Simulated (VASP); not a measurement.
# Sr2ScI5 (P4/mmm) in VASP: a series of runs

Runs on Sr2ScI5. Level: PBE. Tasks: single point, relaxation of cell and atoms.

Program: VASP 6.6.1. These are calculated values, not measurements. Logs are shortened: lines on timing, memory, paths and dates and some standing lists are left out, and cuts for length are marked.

## Step 1: The cell of the first run

The structure is tetragonal, space group P4/mmm (No. 123). Conventional cell: a = 5.093 Å, b = 5.093 Å, c = 11.121 Å, α = 90.00°, β = 90.00°, γ = 90.00°. Sr (site symmetry 4/mmm) has 12 I at 3.60 to 3.86 Å within 4.7 Å. Sr (site symmetry 4/mmm) has 4 Sc at 3.60 Å and 8 I at 3.68 Å within 4.7 Å. Sc (site symmetry 4/mmm) has 4 Sr at 3.60 Å and 8 I at 3.68 Å within 4.7 Å. Within 4.7 Å of I (site symmetry 2mm) lie 6 I at 3.60 to 3.86 Å and 4 Sr at 3.68 to 3.86 Å and 2 Sc at 3.68 Å. I (site symmetry 4/mmm) has 4 Sr at 3.60 Å and 8 I at 3.86 Å within 4.7 Å.

The cell was generated, and may not be a known phase.

## Step 2: Single point, PBE

INCAR

```
SYSTEM = Sr2ScI5
PREC = Accurate
ENCUT = 520
EDIFF = 1E-7
ISMEAR = 0
SIGMA = 0.1
LREAL = .FALSE.
LASPH = .TRUE.
NELM = 80
ALGO = Normal
ISIF = 2
LWAVE = .FALSE.
LCHARG = .FALSE.
GGA = PE
NBANDS = 43
```

KPOINTS

```
Automatic mesh
0
G
  4 4 2
  0 0 0
```

POSCAR

```
Sr2ScI5
1.0
    5.0931157000      0.0000000000      0.0000000000
    0.0000000000      5.0931157000      0.0000000000
    0.0000000000      0.0000000000     11.1205637700
Sr Sc I
2 1 5
Direct
    0.0000000000      0.0000000000      0.0000000000
    0.5000000000      0.5000000000      0.5000000000
    0.0000000000      0.0000000000      0.5000000000
    0.0000000000      0.5000000000      0.2611329900
    0.5000000000      0.0000000000      0.7388670100
    0.5000000000      0.0000000000      0.2611329900
    0.0000000000      0.5000000000      0.7388670100
    0.5000000000      0.5000000000      0.0000000000
```

Potentials or basis: VASP PAW PBE potentials, release 64 (Sr_sv, Sc_sv, I).

The run is started by

```
cat potpaw_PBE.64/Sr_sv/POTCAR potpaw_PBE.64/Sc_sv/POTCAR potpaw_PBE.64/I/POTCAR > POTCAR
mpirun -np 1 vasp_std > vasp.out
```

OUTCAR:

```text
SYSTEM = Sr2ScI5
   PREC = Accurate
   ENCUT = 520
   EDIFF = 1E-7
   ISMEAR = 0
   LREAL = .FALSE.
   LASPH = .TRUE.
   NELM = 80
   ISIF = 2
   GGA = PE

 ion  position               nearest neighbor table
   1  0.000  0.000  0.000-   8 3.60   8 3.60   8 3.60   8 3.60   4 3.86   4 3.86   7 3.86   5 3.86
                             5 3.86   6 3.86   6 3.86   7 3.86
   2  0.500  0.500  0.500-   3 3.60   3 3.60   3 3.60   3 3.60   7 3.68   4 3.68   5 3.68   6 3.68
                             5 3.68   4 3.68   7 3.68   6 3.68
   3  0.000  0.000  0.500-   2 3.60   2 3.60   2 3.60   2 3.60
   4  0.000  0.500  0.261-   2 3.68   2 3.68   1 3.86   1 3.86
   5  0.500  0.000  0.739-   2 3.68   2 3.68   1 3.86   1 3.86
   6  0.500  0.000  0.261-   2 3.68   2 3.68   1 3.86   1 3.86
   7  0.000  0.500  0.739-   2 3.68   2 3.68   1 3.86   1 3.86
   8  0.500  0.500  0.000-   1 3.60   1 3.60   1 3.60   1 3.60

  LATTYP: Found a simple tetragonal cell.
 ALAT       =     5.0931157000
 C/A-ratio  =     2.1834500579

  Lattice vectors:

 A1 = (   5.0931157000,   0.0000000000,   0.0000000000)
 A2 = (   0.0000000000,   5.0931157000,   0.0000000000)
 A3 = (   0.0000000000,   0.0000000000,  11.1205637700)

Analysis of symmetry for initial positions (statically):
=====================================================================
 Subroutine PRICEL returns:
 Original cell was already a primitive cell.

 Routine SETGRP: Setting up the symmetry group for a
 simple tetragonal supercell.

 Subroutine GETGRP returns: Found 16 space group operations
 (whereof 16 operations were pure point group operations)
 out of a pool of 16 trial point group operations.

The static configuration has the point symmetry D_4h.

Analysis of symmetry for dynamics (positions and initial velocities):
=====================================================================
 Subroutine PRICEL returns:
 Original cell was already a primitive cell.

 Routine SETGRP: Setting up the symmetry group for a
 simple tetragonal supercell.

 Subroutine GETGRP returns: Found 16 space group operations
 (whereof 16 operations were pure point group operations)
 out of a pool of 16 trial point group operations.

The dynamic configuration has the point symmetry D_4h.

 Subroutine INISYM returns: Found 16 space group operations
 (whereof 16 operations are pure point group operations),
 and found     1 'primitive' translations

----------------------------------------------------------------------------------------

                                     Primitive cell

  volume of cell :     288.4655

  direct lattice vectors                    reciprocal lattice vectors
     5.093115700  0.000000000  0.000000000     0.196343468  0.000000000  0.000000000
     0.000000000  5.093115700  0.000000000     0.000000000  0.196343468  0.000000000
     0.000000000  0.000000000 11.120563770     0.000000000  0.000000000  0.089923499

  length of vectors
     5.093115700  5.093115700 11.120563770     0.196343468  0.196343468  0.089923499

  position of ions in fractional coordinates (direct lattice)
     0.000000000  0.000000000  0.000000000
     0.500000000  0.500000000  0.500000000
     0.000000000  0.000000000  0.500000000
     0.000000000  0.500000000  0.261132990
     0.500000000  0.000000000  0.738867010
     0.500000000  0.000000000  0.261132990
     0.000000000  0.500000000  0.738867010
     0.500000000  0.500000000  0.000000000

  ion indices of the primitive-cell ions
   primitive index   ion index
                 1           1
                 2           2
                 3           3
                 4           4
                 5           5
                 6           6
                 7           7
                 8           8

----------------------------------------------------------------------------------------

 KPOINTS: Automatic mesh

Automatic generation of k-mesh.
 Grid dimensions read from file:
 generate k-points for:    4    4    2

 Generating k-lattice:

  Cartesian coordinates                     Fractional coordinates (reciprocal lattice)
     0.049085867  0.000000000  0.000000000     0.250000000  0.000000000  0.000000000
     0.000000000  0.049085867  0.000000000     0.000000000  0.250000000  0.000000000
     0.000000000  0.000000000  0.044961749     0.000000000  0.000000000  0.500000000

  Length of vectors
     0.049085867  0.049085867  0.044961749

  Shift w.r.t. Gamma in fractional coordinates (k-lattice)
     0.000000000  0.000000000  0.000000000

 Subroutine IBZKPT returns following result:
 ===========================================

 Found     12 irreducible k-points:

 Following reciprocal coordinates:
            Coordinates               Weight
  0.000000  0.000000  0.000000      1.000000
  0.250000  0.000000  0.000000      4.000000
  0.500000  0.000000  0.000000      2.000000
  0.250000  0.250000  0.000000      4.000000
  0.500000  0.250000  0.000000      4.000000
[... 37 lines left out ...]
   NUPDOWN=      -1.0000    fix difference up-down
   EMIN   =  10.00;   EMAX   =-10.00  energy-range for DOS
   EFERMI =   0.00;   METHOD = LEGACY
   ISMEAR =     0;   SIGMA  =   0.10  broadening in eV -4-tet -1-fermi 0-gaus
   EFERMI_NEDOS =   21; number of points for ismear=-14 and -15
   IALGO  =     38    algorithm
   IMIX   =      4    mixing-type and parameters
     AMIX     =   0.40;   BMIX     =  1.00
     AMIX_MAG =   1.60;   BMIX_MAG =  1.00
  volume/ion in A,a.u.               =      36.06       243.33
  Fermi-wavevector in a.u.,A,eV,Ry     =   1.001286  1.892156 13.640845  1.002574
  Thomas-Fermi vector in A             =   2.133698
   LORBIT       =      0    0 simple, 1 ext, 2 COOP (PROOUT), +10 PAW based schemes
   GGA     = PE    functional components
   LHFCALC =     F    Hartree Fock is set to
   AEXX    =    0.0000 exact exchange contribution
   IVDW    =     0    specifies the selected vdW correction
   LEPSILON=     F    determine dielectric tensor
   LRPA    =     F    only Hartree local field effects (RPA)
 non-spin polarized calculation
 Gauss-broadening in eV      SIGMA  =   0.10
  energy-cutoff  :      520.00
  volume of cell :      288.47
 maximum number of plane-waves:      7794
 NGX is ok and might be reduce to    40

 number of electron      66.0000008 magnetization

 Free energy of the ion-electron system (eV)
  ---------------------------------------------------
  ext. energy  EPLUGINS =         0.00000000
  ---------------------------------------------------
  free energy    TOTEN  =       -23.15644972 eV

  energy without entropy =      -23.12635096  energy(sigma->0) =      -23.14140034

 E-fermi :   4.4741     XC(G=0):  -8.7148

 val. band max:        4.4222329378   @ k =   0.2500   0.0000   0.5000
 cond. band min:       4.4998333151   @ k =   0.5000   0.2500   0.5000
 fundamental gap:      0.0776003773
 Fermi energy:         4.4741336802

 k-point     1 :       0.0000    0.0000    0.0000
  band No.  band energies     occupation
      1     -46.5762      2.00000
      2     -32.6176      2.00000
      3     -31.5339      2.00000
      4     -25.1920      2.00000
      5     -25.1920      2.00000
      6     -25.1652      2.00000
[... 35 lines left out ...]
     42       7.3227      0.00000
     43       7.4417      0.00000

 k-point     2 :       0.2500    0.0000    0.0000
  band No.  band energies     occupation
      1     -46.5762      2.00000
      2     -32.6174      2.00000
      3     -31.5338      2.00000
      4     -25.1923      2.00000
      5     -25.1919      2.00000
      6     -25.1652      2.00000
[... 35 lines left out ...]
     42       7.3742      0.00000
     43       7.4772      0.00000

 k-point     3 :       0.5000    0.0000    0.0000
  band No.  band energies     occupation
      1     -46.5762      2.00000
      2     -32.6172      2.00000
      3     -31.5337      2.00000
      4     -25.1926      2.00000
      5     -25.1918      2.00000
      6     -25.1651      2.00000
[... 367 lines left out ...]
      6     -25.1650      2.00000
[... 35 lines left out ...]
     42       7.7137      0.00000
     43       7.8344      0.00000

 k-point    12 :       0.5000    0.5000    0.5000
  band No.  band energies     occupation
      1     -46.5762      2.00000
      2     -32.6169      2.00000
      3     -31.5332      2.00000
      4     -25.1932      2.00000
      5     -25.1932      2.00000
      6     -25.1650      2.00000
[... 35 lines left out ...]
     42       7.4881      0.00000
     43       7.4967      0.00000

------------------------ aborting loop because EDIFF is reached ----------------------------------------

  FORCE on cell =-STRESS in cart. coord.  units (eV):
  Direction    XX          YY          ZZ          XY          YZ          ZX
  --------------------------------------------------------------------------------------
  -------------------------------------------------------------------------------------
  Total        7.1791481      7.1791481    -11.3266133      0.0000000      0.0000000      0.0000000
  in kB       39.8739816     39.8739816    -62.9095775      0.0000000      0.0000000      0.0000000
  external PRESSURE =       5.6127953 kB  Pullay stress =       0.0000000 kB

 VOLUME and BASIS-vectors are now :
 -----------------------------------------------------------------------------
  energy-cutoff  :      520.00
  volume of cell :      288.47
      direct lattice vectors                 reciprocal lattice vectors
     5.093115700  0.000000000  0.000000000     0.196343468  0.000000000  0.000000000
     0.000000000  5.093115700  0.000000000     0.000000000  0.196343468  0.000000000
     0.000000000  0.000000000 11.120563770     0.000000000  0.000000000  0.089923499

 POSITION                                       TOTAL-FORCE (eV/Angst)
 -----------------------------------------------------------------------------------
      0.00000      0.00000      0.00000         0.000000      0.000000      0.000000
      2.54656      2.54656      5.56028         0.000000      0.000000      0.000000
      0.00000      0.00000      5.56028         0.000000      0.000000      0.000000
      0.00000      2.54656      2.90395         0.000000      0.000000      1.248335
      2.54656      0.00000      8.21662         0.000000      0.000000     -1.248335
      2.54656      0.00000      2.90395         0.000000     -0.000000      1.248335
      0.00000      2.54656      8.21662        -0.000000      0.000000     -1.248335
      2.54656      2.54656      0.00000         0.000000      0.000000      0.000000
 -----------------------------------------------------------------------------------
    total drift:                                0.000000      0.000000     -0.000000

  FREE ENERGIE OF THE ION-ELECTRON SYSTEM (eV)
  ---------------------------------------------------
  free  energy   TOTEN  =       -23.1564497211 eV

  energy  without entropy=      -23.1263509640  energy(sigma->0) =      -23.14140034
```

Wall time 2 min (1 thread of Intel Xeon 6975P-C (Granite Rapids), shared host); peak memory 0.42 GiB.

What came out:

```
Free energy            : -23.1564 eV
Pressure               : 0.6 GPa
Largest force          : 1.248 eV/Å
Band gap on the k mesh : zero (bands 33 and 34 overlap by 0.48 eV)
```

Forces on the atoms (eV/Å):
```
Sr   0.000  0.000  0.000
Sr   0.000  0.000  0.000
Sc   0.000  0.000  0.000
I    0.000  0.000  1.248
I    0.000  0.000 -1.248
I    0.000  0.000  1.248
I    0.000  0.000 -1.248
I    0.000  0.000  0.000
```

Levels at points of the mesh, in eV from the Fermi level:
```tsv
k point	band 31	band 32	band 33	band 34	band 35	band 36
(0.00, 0.00, 0.00)	-0.82	-0.68	-0.68	-0.13	0.20	0.53
(0.50, 0.00, 0.00)	-2.10	-1.10	0.35	0.42	0.67	0.84
(0.50, 0.50, 0.00)	-0.25	-0.22	-0.15	-0.06	0.71	0.92
(0.00, 0.00, 0.50)	-0.75	-0.75	-0.24	-0.13	0.53	0.76
(0.50, 0.00, 0.50)	-2.17	-1.32	0.24	0.40	0.69	0.89
(0.50, 0.50, 0.50)	-0.25	-0.14	-0.13	-0.07	0.96	0.97
```

Caveat: the stress differs along the axes, from -6 to 4 GPa; spin-orbit coupling is left out, which moves the levels of the heavy elements; forces of over 1 eV/Å act on the atoms, so gaps and moduli don't describe the material at rest.

## Step 3: Single point, PBE

This run uses another cell than the first one, of the same volume but with other edges.

INCAR

```
SYSTEM = Sr2ScI5
ALGO = Normal
EDIFF = 1E-7
ENCUT = 520
GGA = PE
ISIF = 2
ISMEAR = 0
LASPH = .TRUE.
LCHARG = .TRUE.
LELF = .TRUE.
LREAL = .FALSE.
LVHAR = .TRUE.
LWAVE = .FALSE.
NBANDS = 43
NELM = 100
PREC = Accurate
SIGMA = 0.1
```

KPOINTS

```
k-points
0
G
  4 4 2
  0 0 0
```

POSCAR

```
Sr2ScI5
1.0
    5.4601057011      0.0000000000      0.0000000000
    0.0000000000      5.4601057011      0.0000000000
    0.0000000000      0.0000000000      9.6724941861
Sr Sc I
2 1 5
Direct
    0.0000000000      0.0000000000      0.0000000000
    0.5000000000      0.5000000000      0.5000000000
    0.0000000000      0.0000000000      0.5000000000
    0.0000000000      0.5000000000      0.3080229474
    0.5000000000      0.0000000000      0.6919770526
    0.5000000000      0.0000000000      0.3080229474
    0.0000000000      0.5000000000      0.6919770526
    0.5000000000      0.5000000000      0.0000000000
```

Potentials or basis: VASP PAW PBE potentials, release 64 (Sr_sv, Sc_sv, I).

The run is started by

```
cat potpaw_PBE.64/Sr_sv/POTCAR potpaw_PBE.64/Sc_sv/POTCAR potpaw_PBE.64/I/POTCAR > POTCAR
mpirun -np 1 vasp_std > vasp.out
```

Run time: 98 s. Hardware: 1 thread of Intel Xeon 6975P-C (Granite Rapids), shared host; peak memory 0.43 GiB.

It converged, with:

```yaml
Free_energy: -26.0035 eV
Pressure: 0.0 GPa
Largest_force: 0.010 eV/Å
Band_gap_on_the_k_mesh: zero (bands 33 and 34 overlap by 0.71 eV)
```

Forces on the atoms (eV/Å):
```
Sr   0.000  0.000  0.000
Sr   0.000  0.000  0.000
Sc   0.000  0.000  0.000
I    0.000  0.000 -0.010
I    0.000  0.000  0.010
I    0.000  0.000 -0.010
I    0.000  0.000  0.010
I    0.000  0.000  0.000
```

Stress tensor (GPa, compression positive):
```
 0.09  0.00  0.00
 0.00  0.09  0.00
 0.00  0.00 -0.10
```

Levels at points of the mesh, in eV from the Fermi level:
```
           k point  band 31  band 32  band 33  band 34  band 35  band 36
(0.00, 0.00, 0.00)    -2.81    -2.30    -0.65    -0.54    -0.12     0.55
(0.50, 0.00, 0.00)    -3.34    -2.16    -0.02     0.46     0.87     1.02
(0.50, 0.50, 0.00)    -2.34    -2.30    -0.93    -0.10     0.65     0.72
(0.00, 0.00, 0.50)    -2.87    -2.87    -0.54    -0.23     0.39     0.85
(0.50, 0.00, 0.50)    -2.67    -2.63     0.17     0.43     0.88     1.09
(0.50, 0.50, 0.50)    -2.36    -2.30    -0.50     0.15     0.48     0.84
```

Caveat: spin-orbit coupling is left out, which moves the levels of the heavy elements.

## Step 4: Relaxation of cell and atoms, PBE

INCAR

```
SYSTEM = Sr2ScI5
PREC = Accurate
ENCUT = 600
EDIFF = 1E-6
ISMEAR = 0
SIGMA = 0.1
LREAL = .False.
LASPH = .True.
NELM = 80
ALGO = Normal
ISIF = 3
LWAVE = .False.
LCHARG = .False.
GGA = PE
IBRION = 2
NSW = 90
EDIFFG = -0.04
```

KPOINTS

```
Automatic mesh
0
Gamma
  4 4 2
  0 0 0
```

POSCAR

```
Sr2ScI5
1.0
    5.0931157000      0.0000000000      0.0000000000
    0.0000000000      5.0931157000      0.0000000000
    0.0000000000      0.0000000000     11.1205637700
Sr Sc I
2 1 5
Direct
    0.0000000000      0.0000000000      0.0000000000
    0.5000000000      0.5000000000      0.5000000000
    0.0000000000      0.0000000000      0.5000000000
    0.0000000000      0.5000000000      0.2611329900
    0.5000000000      0.0000000000      0.7388670100
    0.5000000000      0.0000000000      0.2611329900
    0.0000000000      0.5000000000      0.7388670100
    0.5000000000      0.5000000000      0.0000000000
```

The run is started by

```
cat potpaw_PBE.64/Sr_sv/POTCAR potpaw_PBE.64/Sc_sv/POTCAR potpaw_PBE.64/I/POTCAR > POTCAR
mpirun -np 1 vasp_std > vasp.out
```

It took 21 min on 1 thread of Intel Xeon 6975P-C (Granite Rapids), shared host; peak memory 0.54 GiB.

It converged, with:

| Property | Result |
| --- | --- |
| Free energy | -26.0036 eV |
| Relaxed volume | 35.96 Å³/atom |
| Relaxed cell | a = 5.463 Å, b = 5.463 Å, c = 9.638 Å, α = 90.00°, β = 90.00°, γ = 90.00° |
| Space group after relaxing (to 0.1 Å) | P4/mmm (No. 123) |
| Energy gained by relaxing | 355.9 meV/atom |
| Ionic steps | 15 |
| Pressure after relaxing | 0.0 GPa |
| Band gap on the k mesh | zero (bands 33 and 34 overlap by 0.71 eV) |

Forces in eV/Å, atoms in the order of the input:
```
Sr   0.000  0.000  0.000
Sr   0.000  0.000  0.000
Sc   0.000  0.000  0.000
I    0.000  0.000  0.002
I    0.000  0.000 -0.002
I    0.000  0.000  0.002
I    0.000  0.000 -0.002
I    0.000  0.000  0.000
```

Stress tensor (GPa, compression positive):
```
 0.09  0.00  0.00
 0.00  0.09  0.00
 0.00  0.00 -0.05
```

The path:
| step | energy change (eV) | largest force (eV/Å) | pressure (GPa) | volume (Å³) |
| --- | --- | --- | --- | --- |
| 1 | 0.0000 | 1.2483 | 0.57 | 288.47 |
| 2 | -1.3229 | 1.1389 | -0.67 | 292.58 |
| 3 | -2.1579 | 0.9679 | -1.52 | 294.10 |
| 4 | -0.8989 | 1.7711 | 1.42 | 282.75 |
| 5 | -2.1601 | 0.9551 | -1.57 | 293.70 |
| 6 | -2.2620 | 0.4993 | -1.26 | 290.97 |
| 7 | -2.2658 | 0.7644 | -1.49 | 292.46 |
| 8 | -2.4804 | 0.4057 | 0.36 | 273.20 |
| 9 | -2.4823 | 0.3508 | 0.62 | 271.12 |
| 10 | -2.6035 | 0.2271 | 0.54 | 273.08 |
| 11 | -2.7905 | 0.1889 | 0.75 | 278.18 |
| 12 | -2.7940 | 0.2947 | 0.89 | 279.26 |
| 13 | -2.8011 | 0.1519 | -1.04 | 301.29 |
| 14 | -2.8434 | 0.0439 | -0.20 | 290.41 |
| 15 | -2.8474 | 0.0021 | 0.04 | 287.65 |

Final structure:
```
Sr Sc I
1.0
     5.46302    0.00000    0.00000
     0.00000    5.46302    0.00000
     0.00000    0.00000    9.63826
Sr Sc I
2 1 5
Direct
  0.00000 0.00000 0.00000
  0.50000 0.50000 0.50000
  0.00000 0.00000 0.50000
  0.00000 0.50000 0.30732
  0.50000 0.00000 0.69268
  0.50000 0.00000 0.30732
  0.00000 0.50000 0.69268
  0.50000 0.50000 0.00000
```

Levels at points of the mesh, in eV from the Fermi level:
| k point | band 30 | band 31 | band 32 | band 33 | band 34 | band 35 | band 36 | band 37 |
| --- | --- | --- | --- | --- | --- | --- | --- | --- |
| (0.00, 0.00, 0.00) | -2.80 | -2.80 | -2.28 | -0.65 | -0.54 | -0.11 | 0.57 | 0.95 |
| (0.50, 0.00, 0.00) | -3.48 | -3.32 | -2.14 | -0.02 | 0.46 | 0.87 | 1.03 | 1.06 |
| (0.50, 0.50, 0.00) | -2.65 | -2.35 | -2.30 | -0.93 | -0.10 | 0.66 | 0.73 | 0.73 |
| (0.00, 0.00, 0.50) | -2.92 | -2.87 | -2.87 | -0.54 | -0.23 | 0.41 | 0.86 | 0.99 |
| (0.50, 0.00, 0.50) | -3.34 | -2.65 | -2.61 | 0.17 | 0.42 | 0.88 | 1.09 | 1.20 |
| (0.50, 0.50, 0.50) | -2.61 | -2.37 | -2.31 | -0.50 | 0.16 | 0.50 | 0.84 | 0.84 |

Caveat: spin-orbit coupling is left out, which moves the levels of the heavy elements.

## Step 5: Overview

| task | cell | cutoff (eV) | gap on the mesh (eV) | pressure (GPa) | largest force (eV/Å) |
| --- | --- | --- | --- | --- | --- |
| single point | a = 5.093, b = 5.093, c = 11.121 Å, 8 atoms, atomic positions A | 520 | none | 0.6 | 1.25 |
| single point | a = 5.460, b = 5.460, c = 9.672 Å, 8 atoms, atomic positions B | 520 | none | 0.0 | 0.01 |
| relaxation of cell and atoms | relaxed from a = 5.093, b = 5.093, c = 11.121 Å, 8 atoms, atomic positions A | 600 | none | 0.0 | - |

Alike in all rows: level PBE; potentials or basis VASP PAW PBE potentials, release 64 (Sr_sv, Sc_sv, I); no spin polarisation; k mesh 4 × 4 × 2; smearing gaussian 0.1 eV.

Caveats: spin-orbit coupling is left out, which moves the levels of the heavy elements; the stress differs along the axes, from -6 to 4 GPa (at least some runs); forces of over 1 eV/Å act on the atoms, so gaps and moduli don't describe the material at rest (at least some runs).

Absolute energies hang on the potentials; compare differences alone.

The gap in the log of VASP goes by the Fermi energy; the results here count the filled bands.